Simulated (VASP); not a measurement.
Wanted: the native input for a VASP 6.6.1 run.

- Task: single point
- Functional: r2SCAN
- Dispersion: D4
- Potentials or basis: VASP PAW PBE potentials, release 64 (Mg_sv, O)
- Cutoff: 750 eV
- k mesh: 6 × 6 × 6
- Occupations: fermi-dirac, width 0.05 eV
- Spin: no spin polarisation
- Dipole correction: no
- Mended: yes
- Further INCAR settings: ALGO = Normal; EDIFF = 1e-06; NBANDS = 56

MgO2:

```xyz
12
Lattice="4.8922 0.0000 0.0000 0.0000 4.8922 0.0000 0.0000 0.0000 4.8922" Properties=species:S:1:pos:R:3 pbc="T T T"
Mg    0.0000    0.0000    0.0000
Mg    2.4461    0.0000    2.4461
Mg    2.4461    2.4461    0.0000
Mg    0.0000    2.4461    2.4461
O     2.8836    4.4547    0.4375
O     4.4547    0.4375    2.8836
O     0.4375    2.8836    4.4547
O     2.0086    2.0086    2.0086
O     2.8836    2.8836    2.8836
O     4.4547    2.0086    0.4375
O     0.4375    4.4547    2.0086
O     2.0086    0.4375    4.4547
```

These files were run (other wordings do the same):

POSCAR

```
MgO2
1.0
    4.8921541314      0.0000000000      0.0000000000
    0.0000000000      4.8921541314      0.0000000000
    0.0000000000      0.0000000000      4.8921541314
Mg O
4 8
Direct
    0.0000000000      0.0000000000      0.0000000000
    0.5000000000      0.0000000000      0.5000000000
    0.5000000000      0.5000000000      0.0000000000
    0.0000000000      0.5000000000      0.5000000000
    0.5894244400      0.9105755600      0.0894244400
    0.9105755600      0.0894244400      0.5894244400
    0.0894244400      0.5894244400      0.9105755600
    0.4105755600      0.4105755600      0.4105755600
    0.5894244400      0.5894244400      0.5894244400
    0.9105755600      0.4105755600      0.0894244400
    0.0894244400      0.9105755600      0.4105755600
    0.4105755600      0.0894244400      0.9105755600
```

INCAR.step1

```
SYSTEM = MgO2
  ALGO = Normal
  EDIFF = 1E-5
  ENCUT = 750
  GGA = PE
  GGA_COMPAT = .False.
  ISMEAR = -1
  LASPH = .True.
  LCHARG = .False.
  LREAL = .False.
  LWAVE = .True.
  NBANDS = 56
  NELM = 120
  PREC = Accurate
  SIGMA = 0.05
```

INCAR.step2

```
SYSTEM = MgO2
  ALGO = Normal
  EDIFF = 1E-6
  ENCUT = 750
  GGA_COMPAT = .False.
  ISIF = 2
  ISMEAR = -1
  ISTART = 1
  IVDW = 13
  LASPH = .True.
  LCHARG = .True.
  LELF = .True.
  LMIXTAU = .True.
  LREAL = .False.
  LVHAR = .True.
  LWAVE = .False.
  METAGGA = R2SCAN
  NBANDS = 56
  NELM = 120
  PREC = Accurate
  SIGMA = 0.05
  VDW_A1 = 0.51559235
  VDW_A2 = 5.77342911
  VDW_S6 = 1.0
  VDW_S8 = 0.6018749
```

KPOINTS

```
k-points
0
Gamma
  6 6 6
  0 0 0
```

Potentials or basis: VASP PAW PBE potentials, release 64 (Mg_sv, O).

The run is started by

```bash
$ cat potpaw_PBE.64/Mg_sv/POTCAR potpaw_PBE.64/O/POTCAR > POTCAR
$ cp INCAR.step1 INCAR
$ mpirun -np 1 vasp_std > vasp.out
$ cp INCAR.step2 INCAR
$ mpirun -np 1 vasp_std > vasp.out
```

It gave:

```
Pressure                   : -6.4 GPa
Largest force              : 0.266 eV/Å
Band gap on the k mesh     : 4.39 eV (least direct gap 4.51 eV)
Dispersion energy per atom : -0.056 eV
```

Caveat: the cell stands under tension; the PAW data sets were made with another functional, which shifts forces and pressure a little.

Run time: 10 min on 1 thread of AMD EPYC 9R45 96-Core Processor (Zen 5), with other jobs on the host, peak memory 0.44 GiB.
